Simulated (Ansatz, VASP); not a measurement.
## ZrN in VASP and in Ansatz

File POSCAR:

```
ZrN
1.0
    0.0000000000      2.2462391296      2.2462391296
    2.2462391296      0.0000000000      2.2462391296
    2.2462391296      2.2462391296      0.0000000000
Zr N
1 1
Direct
    0.0000000000      0.0000000000      0.0000000000
    0.5000000000      0.5000000000      0.5000000000
```

File INCAR.step1:

```
  ALGO = Normal
  EDIFF = 1E-5
  ENCUT = 660
  GGA = PE
  GGA_COMPAT = F
  ISMEAR = -1
  LASPH = T
  LCHARG = F
  LREAL = F
  LWAVE = T
  NBANDS = 16
  NELM = 120
  PREC = Accurate
  SIGMA = 0.05
```

The input INCAR.step2:

```
  ALGO = Normal
  EDIFF = 1E-6
  ENCUT = 660
  GGA_COMPAT = F
  ISIF = 2
  ISMEAR = -1
  ISTART = 1
  LASPH = T
  LCHARG = F
  LMIXTAU = T
  LREAL = F
  LWAVE = F
  METAGGA = R2SCAN
  NBANDS = 16
  NELM = 120
  PREC = Accurate
  SIGMA = 0.05
```

Contents of KPOINTS:

```
k-points
0
Gamma
  15 15 15
```

Input for Ansatz:

```yaml
crystal:
  lattice:
    - [0.0, 2.2462391296, 2.2462391296]
    - [2.2462391296, 0.0, 2.2462391296]
    - [2.2462391296, 2.2462391296, 0.0]
  atoms:
    - { symbol: Zr, position: [0.0, 0.0, 0.0] }
    - { symbol: "N", position: [0.5, 0.5, 0.5] }
kpoints:
  mp_grid: { grid: [15, 15, 15] }
scf:
  occupations: { method: fermi_dirac, width: 0.05 }
hamiltonian:
  xc: r2scan
  pseudopotentials: { kind: paw }
output:
  forces: true
  stress: true
  eigenvalues: true
  populations: true
```

Change from the starting cell: volume scaled by 0.94, PAW files.

Alike in both runs: task single point; functional r2SCAN; k mesh 15 × 15 × 15; occupations fermi-dirac, width 0.05 eV; no spin polarisation.

|  | VASP | Ansatz |
| --- | --- | --- |
| version | VASP 6.6.1 | Ansatz 0.2.0 |
| potentials or method | VASP PAW PBE potentials, release 64 (Zr_sv, N) | PAW with Ansatz's default frozen-core files, scalar-relativistic |
| plane-wave cutoff (eV) | 660 | 500 |
| valence electrons in the cell | 17 | 17 |

Ansatz gave:

* pressure (GPa): 18.5

Estimate VASP's values.

pressure (GPa): 19.0.

VASP's potentials were made for PBE, not for r2SCAN.
